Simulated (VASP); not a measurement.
**GaP: single point with PBEsol**

Crystal: GaP.

```
Ga P
1.0
     0.00000    2.74615    2.74615
     2.74615    0.00000    2.74615
     2.74615    2.74615    0.00000
Ga P
1 1
Cartesian
  0.0000 0.0000 0.0000
  1.3731 1.3731 1.3731
```

```json
{"Program": "VASP 6.6.1", "Task": "single point", "Functional": "PBEsol", "Potentials or basis": "VASP PAW PBE potentials, release 64 (Ga_d, P)", "Cutoff": "500 eV", "k mesh": "8 × 8 × 8", "Occupations": "gaussian, width 0.02 eV", "Spin": "no spin polarisation"}
```

- Pressure: -2.4 GPa
- Band gap on the k mesh: 1.52 eV (least direct gap 1.56 eV)

Levels at points of the mesh, in eV from the valence-band top:
| k point | band 6 | band 7 | band 8 | band 9 | band 10 | band 11 | band 12 | band 13 |
| --- | --- | --- | --- | --- | --- | --- | --- | --- |
| (0.00, 0.00, 0.00) | -12.35 | 0.00 | 0.00 | 0.00 | 1.56 | 3.83 | 3.83 | 3.83 |
| (0.50, 0.00, 0.00) | -10.34 | -6.57 | -1.10 | -1.10 | 1.52 | 4.66 | 4.66 | 8.05 |
| (0.50, 0.50, 0.00) | -9.46 | -6.70 | -2.63 | -2.63 | 1.56 | 1.74 | 10.38 | 10.38 |

Wall time 17 s on 1 thread of Intel(R) Xeon(R) Platinum 8259CL CPU @ 2.50GHz (Skylake/Cascade Lake), with other jobs on the host, peak memory 0.16 GiB.

Caveat: the PAW data sets were made with another functional, which shifts forces and pressure a little. PBEsol gaps usually lie below the measured ones, often by a third to a half.
